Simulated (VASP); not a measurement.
Crystal: Ir.

```xyz
2
Lattice="2.7151 0.0000 0.0000 -1.3576 2.3513 0.0000 0.0000 0.0000 4.4347" Properties=species:S:1:pos:R:3 pbc="T T T"
Ir    0.0000    1.5676    3.3260
Ir    1.3576    0.7838    1.1087
```

```yaml
Program: VASP 6.6.1
Task: relaxation of cell and atoms
Functional: PBE
Potentials_or_basis: VASP PAW PBE potentials, release 64 (Ir)
Cutoff: 600 eV
k_mesh: 8 × 8 × 4
Occupations: gaussian, width 0.05 eV
Spin: no spin polarisation
```

At the start: pressure 11.7 GPa; volume 14.16 Å³/atom.

Q: How do energy, volume and symmetry change on relaxing?

A: Over 6 steps the energy falls by 21.5 meV/atom and the volume is 14.62 Å³/atom (+3.3 %); space group P6_3/mmc (No. 194, to 0.05 Å).

The path:
```tsv
step	energy change (eV)	largest force (eV/Å)	pressure (GPa)	volume (Å³)
1	0.0000	0.0000	11.70	28.31
2	0.3219	0.0000	-29.28	32.76
3	-0.0359	0.0000	-1.27	29.32
4	-0.0360	0.0000	-0.71	29.27
5	-0.0425	0.0000	-0.14	29.23
6	-0.0430	0.0000	-0.28	29.24
```

Final structure:
```
CELL_PARAMETERS angstrom
2.76646 0.00000 0.00000
-1.38323 2.39582 0.00000
0.00000 0.00000 4.41127
ATOMIC_POSITIONS crystal
Ir 0.33333 0.66667 0.75000
Ir 0.66667 0.33333 0.25000
```
